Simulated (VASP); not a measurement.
A run of VASP 6.6.1:

The input INCAR:

```
PREC = Accurate ; ENCUT = 520
EDIFF = 1E-6 ; ISMEAR = -1
SIGMA = 0.1 ; LREAL = F
LASPH = T ; NELM = 60
ALGO = Normal ; ISIF = 2
LWAVE = F ; LCHARG = F
GGA = CA ; NBANDS = 12
```

KPOINTS

```
Automatic mesh
0
Gamma
  11 11 11
```

The input POSCAR:

```
Ag
1.0
    0.0000000000      1.9996579419      1.9996579419
    1.9996579419      0.0000000000      1.9996579419
    1.9996579419      1.9996579419      0.0000000000
Ag
1
Direct
    0.0000000000      0.0000000000      0.0000000000
```

Potentials or basis: VASP PAW LDA potentials, release 64 (Ag).

Launch:

```sh
$ cat potpaw_LDA.64/Ag/POTCAR > POTCAR
$ mpirun -np 1 vasp_std > vasp.out
```

Hardware: 1 thread of Intel(R) Xeon(R) Platinum 8488C (Sapphire Rapids) (shared host).

Question: Estimate the wall time of this run.

Answer: It took 5.5 s on 1 thread of Intel(R) Xeon(R) Platinum 8488C (Sapphire Rapids), with other jobs on the host, peak memory 0.13 GiB. Counts: scf iterations 11, k points 56.
